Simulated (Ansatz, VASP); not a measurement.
**BiTe in VASP and in Ansatz**

Contents of INCAR:

```
SYSTEM = BiTe
  PREC = Accurate
  ENCUT = 500
  EDIFF = 1E-6
  ISMEAR = 0
  SIGMA = 0.0025
  LREAL = .FALSE.
  LASPH = .TRUE.
  NELM = 120
  ALGO = Normal
  ISIF = 2
  LWAVE = .FALSE.
  LCHARG = .FALSE.
  GGA = PS
  NBANDS = 18
  GGA_COMPAT = .FALSE.
```

Contents of KPOINTS:

```
regular mesh
0
G
  3 3 3
  0 0 0
```

The input POSCAR:

```
BiTe
1.0
    2.4227077728      1.3987509848      3.3172919545
   -2.4227077728      1.3987509848      3.3172919545
    0.0000000000     -2.7975019696      3.3172919545
Bi Te
1 1
Direct
    0.5103190324      0.4896809676      0.5000000000
    0.0000000000      0.0000000000      0.0000000000
```

Input for Ansatz:

```yaml
crystal:
  lattice:
    - [2.4227077728, 1.3987509848, 3.3172919545]
    - [-2.4227077728, 1.3987509848, 3.3172919545]
    - [0.0, -2.7975019696, 3.3172919545]
  atoms:
    - { symbol: Bi, position: [0.5103190324, 0.4896809676, 0.5] }
    - { symbol: Te, position: [0.0, 0.0, 0.0] }
basis:
  ecutwfc: 420
kpoints:
  mp_grid: { grid: [3, 3, 3] }
hamiltonian:
  xc: pbesol
scf:
  occupations: { method: gaussian, width: 0.0025 }
  mixing: { beta: 0.42, ndim: 12, preconditioner: ldos }
  max_iter: 74
output:
  forces: true
  stress: true
  eigenvalues: true
```

Alike in both runs: task single point; functional PBEsol; k mesh 3 × 3 × 3; occupations gaussian, width 0.0025 eV; no spin polarisation.

```csv
,VASP,Ansatz
version,VASP 6.6.1,Ansatz 0.2.0
potentials or method,"VASP PAW PBE potentials, release 64 (Bi_d, Te), cutoff 500 eV","scalar-relativistic, plane waves, PAW"
valence electrons in the cell,21,31
```

VASP gave:

- gap on the k mesh at the Fermi level (eV): none
- pressure (GPa): -2.5
- traceless stress, the component that is largest in VASP (GPa): 0.93
- rms of the force components (eV/Å): 0.042

Estimate Ansatz's values.

gap on the k mesh at the Fermi level (eV): none; pressure (GPa): -2.5; traceless stress, the component that is largest in VASP (GPa): 0.94; rms of the force components (eV/Å): 0.041.

VASP's potentials were made for PBE, not for PBEsol. Atom by atom the forces differ by 0.001 eV/Å (rms over components). A gap of «none» marks a metal or a gap that the smearing closes. VASP's potentials hold 21 valence electrons a cell and Ansatz's 31, so a difference there can come from the potentials and not from the codes.

The k mesh is coarse, so the values compare programs but aren't converged. Neither program's run includes spin-orbit coupling.
